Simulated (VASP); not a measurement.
A run of VASP 6.6.1:

INCAR

```
ALGO = Normal
EDIFF = 1E-6
EDIFFG = -0.002
ENCUT = 600
GGA = PS
IBRION = 2
ISIF = 3
ISMEAR = 0
LASPH = T
LCHARG = F
LREAL = F
LWAVE = F
NELM = 80
NSW = 100
PREC = Accurate
PSTRESS = 500.0
SIGMA = 0.1
```

File KPOINTS:

```
k-points
0
Gamma
  28 28 28
```

File POSCAR:

```
Mg
1.0
   -1.5006626982      1.5006626982      1.5006626982
    1.5006626982     -1.5006626982      1.5006626982
    1.5006626982      1.5006626982     -1.5006626982
Mg
1
Direct
    0.0000000000      0.0000000000      0.0000000000
```

Potentials or basis: VASP PAW PBE potentials, release 64 (Mg).

Launch:

```sh
$ cat potpaw_PBE.64/Mg/POTCAR > POTCAR
$ mpirun -np 1 vasp_std > vasp.out
```

Hardware: 1 thread of Intel Xeon 8259CL (shared host).

Q: How long does it take, and how much memory?

A: Run time: 77 s on 1 thread of Intel Xeon 8259CL, with other jobs on the host, peak memory 0.19 GiB. Counts: scf iterations 17, k points 624, ion steps 3.
